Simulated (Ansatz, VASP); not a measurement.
NaRe4Ir: VASP beside Ansatz

```
CELL_PARAMETERS angstrom
0.00000 3.66330 3.66330
3.66330 0.00000 3.66330
3.66330 3.66330 0.00000
ATOMIC_POSITIONS crystal
Na 0.00000 0.00000 0.00000
Re 0.12181 0.62606 0.62606
Re 0.62606 0.62606 0.62606
Re 0.62606 0.12181 0.62606
Re 0.62606 0.62606 0.12181
Ir 0.25000 0.25000 0.25000
```

Alike in both runs: functional PBE; k mesh 10 × 10 × 10; occupations gaussian, width 0.1 eV; no spin polarisation.

Ansatz relaxed the structure, and its values are those at the end. VASP's run is a single point on that final structure, the one shown.

```csv
,VASP,Ansatz
version,VASP 6.6.1,Ansatz 0.2.0
potentials or method,"VASP PAW PBE potentials, release 64 (Na_pv, Re, Ir), cutoff 520 eV","scalar-relativistic, plane waves, PAW"
valence electrons in the cell,44,86
```

```csv
,VASP,Ansatz,Ansatz less VASP
gap on the k mesh at the Fermi level (eV),none,none,-
pressure (GPa),-0.5,0.0,+0.52
rms of the force components (eV/Å),0.019,0.001,-0.0177
```

A gap of «none» marks a metal or a gap that the smearing closes. With one functional, cell and mesh, what is left measures potentials, basis and numerics. VASP's potentials hold 44 valence electrons a cell and Ansatz's 86, so a difference there can come from the potentials and not from the codes.

Spin-orbit coupling is off throughout.
